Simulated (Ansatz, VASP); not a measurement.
One calculation of SiW, two programs

File INCAR:

```
SYSTEM = SiW
  PREC = Accurate
  ENCUT = 520
  EDIFF = 1E-7
  ISMEAR = -1
  SIGMA = 0.08
  LREAL = .FALSE.
  LASPH = .TRUE.
  NELM = 60
  ALGO = Normal
  ISIF = 2
  LWAVE = .FALSE.
  LCHARG = .FALSE.
  GGA = PE
  NBANDS = 16
```

KPOINTS

```
regular mesh
0
G
  11 11 11
  0 0 0
```

Contents of POSCAR:

```
SiW
1.0
    0.0000000000      2.4791425101      2.4791425101
    2.4791425101      0.0000000000      2.4791425101
    2.4791425101      2.4791425101      0.0000000000
W Si
1 1
Direct
    0.0000000000      0.0000000000      0.0000000000
    0.2500000000      0.2500000000      0.2500000000
```

Input for Ansatz:

```yaml
crystal:
  lattice:
    - [0.0, 2.4791425101, 2.4791425101]
    - [2.4791425101, 0.0, 2.4791425101]
    - [2.4791425101, 2.4791425101, 0.0]
  atoms:
    - { symbol: W, position: [0.0, 0.0, 0.0] }
    - { symbol: Si, position: [0.25, 0.25, 0.25] }
kpoints:
  mp_grid: { grid: [11, 11, 11] }
scf:
  occupations: { method: fermi_dirac, width: 0.08 }
hamiltonian:
  xc: pbe
  pseudopotentials: { kind: all_electron, lapw: { basis_error: 0.001 } }
output:
  forces: true
  stress: true
  eigenvalues: true
  populations: true
```

Change from the starting cell: volume scaled by 0.7, LAPW.

Alike in both runs: task single point; functional PBE; k mesh 11 × 11 × 11; occupations fermi-dirac, width 0.08 eV; no spin polarisation.

```csv
,VASP,Ansatz
version,VASP 6.6.1,Ansatz 0.2.0
potentials or method,"VASP PAW PBE potentials, release 64 (W_sv, Si), cutoff 520 eV","all-electron LAPW, scalar-relativistic"
```

Ansatz gave:

```
pressure (GPa) : 77.6
```

**Question.** Estimate VASP's values.

**Answer.** Pressure (GPa): 78.5.

Both programs put the cell under a high pressure, so it lies far from rest at this level. Ansatz ran all-electron here, and VASP with PAW potentials.

Spin-orbit coupling is off throughout. Noted on VASP's run: the cell as given lies far from equilibrium.
